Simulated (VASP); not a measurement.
# Ba (Im-3m) in VASP: a series of runs, part 2 of 2

VASP 6.6.1. Earlier steps stand in the parts before.

## (6) Single point, r2SCAN

The input, POSCAR:

```
Ba
1.0
   -2.5367939014      2.5367939014      2.5367939014
    2.5367939014     -2.5367939014      2.5367939014
    2.5367939014      2.5367939014     -2.5367939014
Ba
1
Direct
    0.0000000000      0.0000000000      0.0000000000
```

The input, INCAR.step1:

```
  PREC = Accurate
  ENCUT = 520
  ISMEAR = -1
  SIGMA = 0.1
  LREAL = False
  LASPH = True
  NELM = 80
  NBANDS = 11
  GGA = PE
  ALGO = Normal
  EDIFF = 1E-4
  LWAVE = True
  LCHARG = False
```

The input, INCAR.step2:

```
  PREC = Accurate
  ENCUT = 520
  EDIFF = 1E-7
  ISMEAR = -1
  SIGMA = 0.1
  LREAL = False
  LASPH = True
  NELM = 80
  ALGO = Normal
  ISIF = 2
  LWAVE = False
  LCHARG = False
  METAGGA = R2SCAN
  LMIXTAU = True
  NBANDS = 11
  ISTART = 1
```

The input, KPOINTS:

```
regular mesh
0
Gamma
  7 7 7
```

Potentials or basis: VASP PAW PBE potentials, release 64 (Ba_sv).

The run is started by

```console
$ cat potpaw_PBE.64/Ba_sv/POTCAR > POTCAR
$ cp INCAR.step1 INCAR
$ mpirun -np 1 vasp_std > vasp.out
$ cp INCAR.step2 INCAR
$ mpirun -np 1 vasp_std > vasp.out
```

OUTCAR:

```text
PREC = Accurate
   ENCUT = 520
   EDIFF = 1E-7
   ISMEAR = -1
   LREAL = False
   LASPH = True
   NELM = 80
   ISIF = 2
   METAGGA = R2SCAN
   ISTART = 1

 ion  position               nearest neighbor table
   1  0.000  0.000  0.000-

  LATTYP: Found a body centered cubic cell.
 ALAT       =     5.0735878028

  Lattice vectors:

 A1 = (  -2.5367939014,   2.5367939014,   2.5367939014)
 A2 = (   2.5367939014,  -2.5367939014,   2.5367939014)
 A3 = (   2.5367939014,   2.5367939014,  -2.5367939014)

Analysis of symmetry for initial positions (statically):
=====================================================================
 Subroutine PRICEL returns:
 Original cell was already a primitive cell.

 Routine SETGRP: Setting up the symmetry group for a
 body centered cubic supercell.

 Subroutine GETGRP returns: Found 48 space group operations
 (whereof 48 operations were pure point group operations)
 out of a pool of 48 trial point group operations.

The static configuration has the point symmetry O_h .

[... 158 lines left out ...]
 Fermi energy:         1.6028574038

 k-point     1 :       0.0000    0.0000    0.0000
  band No.  band energies     occupation
      1     -28.3659      2.00000
      2     -12.9164      2.00000
      3     -12.9164      2.00000
      4     -12.9164      2.00000
      5      -1.2587      2.00000
      6       3.7053      0.00000
      7       3.7053      0.00000
      8       3.7053      0.00000
      9       5.0166      0.00000
     10       5.0166      0.00000
     11       8.7920      0.00000
[... 253 lines left out ...]
 k-point    20 :      -0.4286    0.4286    0.4286
  band No.  band energies     occupation
      1     -28.2999      2.00000
      2     -13.2052      2.00000
      3     -13.1889      2.00000
      4     -13.1889      2.00000
      5       1.1490      1.97884
      6       1.1546      1.97763
      7       5.2089      0.00000
      8       5.2089      0.00000
      9       5.6567      0.00000
     10       6.2879      0.00000
     11       7.6644      0.00000

------------------------ aborting loop because EDIFF is reached ----------------------------------------

  FORCE on cell =-STRESS in cart. coord.  units (eV):
  Direction    XX          YY          ZZ          XY          YZ          ZX
  --------------------------------------------------------------------------------------
  -------------------------------------------------------------------------------------
  Total        0.0221829      0.0221829      0.0221829     -0.0000000     -0.0000000      0.0000000
  in kB        0.5442683      0.5442683      0.5442683     -0.0000000     -0.0000000      0.0000000
  external PRESSURE =       0.5442683 kB  Pullay stress =       0.0000000 kB

 VOLUME and BASIS-vectors are now :
 -----------------------------------------------------------------------------
  energy-cutoff  :      520.00
  volume of cell :       65.30
      direct lattice vectors                 reciprocal lattice vectors
    -2.536793901  2.536793901  2.536793901     0.000000000  0.197099181  0.197099181
     2.536793901 -2.536793901  2.536793901     0.197099181  0.000000000  0.197099181
     2.536793901  2.536793901 -2.536793901     0.197099181  0.197099181  0.000000000

 POSITION                                       TOTAL-FORCE (eV/Angst)
 -----------------------------------------------------------------------------------
      0.00000      0.00000      0.00000         0.000000      0.000000      0.000000
 -----------------------------------------------------------------------------------
    total drift:                               -0.000000      0.000000      0.000000

  FREE ENERGIE OF THE ION-ELECTRON SYSTEM (eV)
  ---------------------------------------------------
  free  energy   TOTEN  =       -26.4513076952 eV

  energy  without entropy=      -26.4049158390  energy(sigma->0) =      -26.42811177
```

OSZICAR.step1:

```text
N       E                     dE             d eps       ncg     rms          rms(c)
DAV:   1     0.587171455577E+02    0.58717E+02   -0.42734E+03   440   0.754E+02
DAV:   2     0.120160808395E+01   -0.57516E+02   -0.56036E+02   520   0.135E+02
DAV:   3    -0.183268844785E+01   -0.30343E+01   -0.30139E+01   573   0.338E+01
DAV:   4    -0.192388157992E+01   -0.91193E-01   -0.91041E-01   590   0.530E+00
DAV:   5    -0.192583724225E+01   -0.19557E-02   -0.19553E-02   593   0.600E-01    0.156E+00
DAV:   6    -0.192597075153E+01   -0.13351E-03   -0.33575E-03   518   0.536E-01    0.932E-01
DAV:   7    -0.192676386695E+01   -0.79312E-03   -0.65105E-03   521   0.860E-01    0.431E-02
DAV:   8    -0.192693694498E+01   -0.17308E-03   -0.30698E-04   639   0.107E-01    0.286E-02
DAV:   9    -0.192694660887E+01   -0.96639E-05   -0.64928E-06   283   0.229E-02
   1 F= -.19269466E+01 E0= -.19032634E+01  d E =-.473665E-01
```

It took 94 s on 1 thread of Intel Xeon 8259CL, shared host; peak memory 0.21 GiB.

Results:

| Property | Result |
| --- | --- |
| Free energy | -26.4513 eV |
| Pressure | 0.1 GPa |
| Band gap on the k mesh | zero (bands 5 and 6 overlap by 0.80 eV) |

Levels at points of the mesh, in eV from the Fermi level:
```
           k point  band 3  band 4  band 5  band 6  band 7  band 8
(0.00, 0.00, 0.00)  -14.52  -14.52   -2.86    2.10    2.10    2.10
```

Caveat: the PAW data sets were made with another functional, which shifts forces and pressure a little; spin-orbit coupling is left out, which moves the levels of the heavy elements.

## (7) The runs side by side

| k mesh | gap on the mesh (eV) | pressure (GPa) |
| --- | --- | --- |
| 2 × 2 × 2 | none | -4.4 |
| 3 × 3 × 3 | none | -0.4 |
| 4 × 4 × 4 | none | 0.4 |
| 6 × 6 × 6 | none | 0.1 |
| 7 × 7 × 7 | none | 0.1 |

Alike in all rows: task single point; level r2SCAN; potentials or basis VASP PAW PBE potentials, release 64 (Ba_sv); no spin polarisation; cell as given; cutoff (eV) 520; smearing fermi-dirac 0.1 eV.

Caveats: some runs use coarse meshes; the PAW data sets were made with another functional, which shifts forces and pressure a little; spin-orbit coupling is left out, which moves the levels of the heavy elements.

Total energies depend on the potentials used, so only differences within one code and one set of settings carry meaning.
